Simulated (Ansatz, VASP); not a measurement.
Eu in VASP and in Ansatz

Contents of INCAR:

```
SYSTEM = Eu
ALGO = Normal
EDIFF = 1E-6
ENCUT = 520
GGA = CA
ISIF = 2
ISMEAR = -1
ISPIN = 2
LASPH = .TRUE.
LCHARG = .FALSE.
LMAXMIX = 6
LORBIT = 11
LREAL = .FALSE.
LWAVE = .FALSE.
MAGMOM = 7
NBANDS = 18
NELM = 150
PREC = Accurate
SIGMA = 0.05
```

The input KPOINTS:

```
k-points
0
G
  8 8 8
  0 0 0
```

File POSCAR:

```
Eu
1.0
   -2.3182521001      2.3182521001      2.3182521001
    2.3182521001     -2.3182521001      2.3182521001
    2.3182521001      2.3182521001     -2.3182521001
Eu
1
Direct
    0.0000000000      0.0000000000      0.0000000000
```

File input.yaml:

```yaml
crystal:
  lattice:
    - [-2.3182521001, 2.3182521001, 2.3182521001]
    - [2.3182521001, -2.3182521001, 2.3182521001]
    - [2.3182521001, 2.3182521001, -2.3182521001]
  atoms:
    - { symbol: Eu, position: [0.0, 0.0, 0.0], spin: 7.0 }
hamiltonian:
  xc: lda
  pseudopotentials: { kind: paw }
magnetization:
  spin_polarized: true
kpoints:
  mp_grid: { grid: [8, 8, 8] }
scf:
  occupations: { method: fermi_dirac, width: 0.05 }
output:
  forces: true
  stress: true
  eigenvalues: true
```

Alike in both runs: task single point; functional LDA; k mesh 8 × 8 × 8; occupations fermi-dirac, width 0.05 eV; collinear spin.

|  | VASP | Ansatz |
| --- | --- | --- |
| version | VASP 6.6.1 | Ansatz 0.2.0 |
| potentials or method | VASP PAW PBE potentials, release 64 (Eu) | Ansatz PAW |
| plane-wave cutoff (eV) | 520 | 420 |
| valence electrons in the cell | 17 | 17 |

```csv
,VASP,Ansatz,Ansatz less VASP
gap on the k mesh at the Fermi level (eV),none,none,-
pressure (GPa),-3.8,-3.7,+0.18
net moment per atom (μB),7.25,7.30,+0.048
size of the moment on the site where the two differ most (μB),6.71,7.08,+0.368
```

VASP's potentials were made for PBE, not for LDA. LDA's correlation is that of Perdew and Zunger in VASP and of Perdew and Wang (1992) in Ansatz. Site moments also hang on the region over which each program counts them. A gap of «none» marks a metal or a gap that the smearing closes.

Spin-orbit coupling is off throughout.
